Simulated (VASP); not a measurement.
Set up this calculation in VASP 6.6.1, as the native input.

```
Task                   : single point
Functional             : r2SCAN
Potentials or basis    : VASP PAW PBE potentials, release 64 (Cs_sv)
Cutoff                 : 520 eV
k mesh                 : 12 × 12 × 12
Occupations            : gaussian, width 0.15 eV
Spin                   : no spin polarisation
Dipole correction      : no
Further INCAR settings : ALGO = Normal; EDIFF = 1e-06; NBANDS = 10
```

The system is Cs.

```
CELL_PARAMETERS angstrom
-2.75008 2.75008 4.09724
2.75008 -2.75008 4.09724
2.75008 2.75008 -4.09724
ATOMIC_POSITIONS crystal
Cs 0.00000 0.00000 0.00000
```

These files were run (other wordings do the same):

POSCAR

```
Cs
1.0
   -2.7500754600      2.7500754600      4.0972389800
    2.7500754600     -2.7500754600      4.0972389800
    2.7500754600      2.7500754600     -4.0972389800
Cs
1
Direct
    0.0000000000      0.0000000000      0.0000000000
```

INCAR.step1

```
PREC = Accurate
ENCUT = 520
ISMEAR = 0
SIGMA = 0.15
LREAL = F
LASPH = T
NELM = 100
NBANDS = 10
GGA = PE
ALGO = Normal
EDIFF = 1E-4
LWAVE = T
LCHARG = F
```

INCAR.step2

```
PREC = Accurate
ENCUT = 520
EDIFF = 1E-6
ISMEAR = 0
SIGMA = 0.15
LREAL = F
LASPH = T
NELM = 100
ALGO = Normal
ISIF = 2
LWAVE = F
LCHARG = F
METAGGA = R2SCAN
LMIXTAU = T
NBANDS = 10
ISTART = 1
```

KPOINTS

```
regular mesh
0
Gamma
  12 12 12
```

Potentials or basis: VASP PAW PBE potentials, release 64 (Cs_sv).

The run is started by

```sh
$ cat potpaw_PBE.64/Cs_sv/POTCAR > POTCAR
$ cp INCAR.step1 INCAR
$ mpirun -np 1 vasp_std > vasp.out
$ cp INCAR.step2 INCAR
$ mpirun -np 1 vasp_std > vasp.out
```

Results of the run:

```
Pressure               : 0.0 GPa
Band gap on the k mesh : zero (an odd number of electrons rules out a gap without spin polarisation)
```

Caveat: the PAW data sets were made with another functional, which shifts forces and pressure a little; spin-orbit coupling is left out, which moves the levels of the heavy elements.

It took 14 min on 1 thread of Intel(R) Xeon(R) Platinum 8259CL CPU @ 2.50GHz (Skylake/Cascade Lake), with other jobs on the host, peak memory 0.4 GiB.
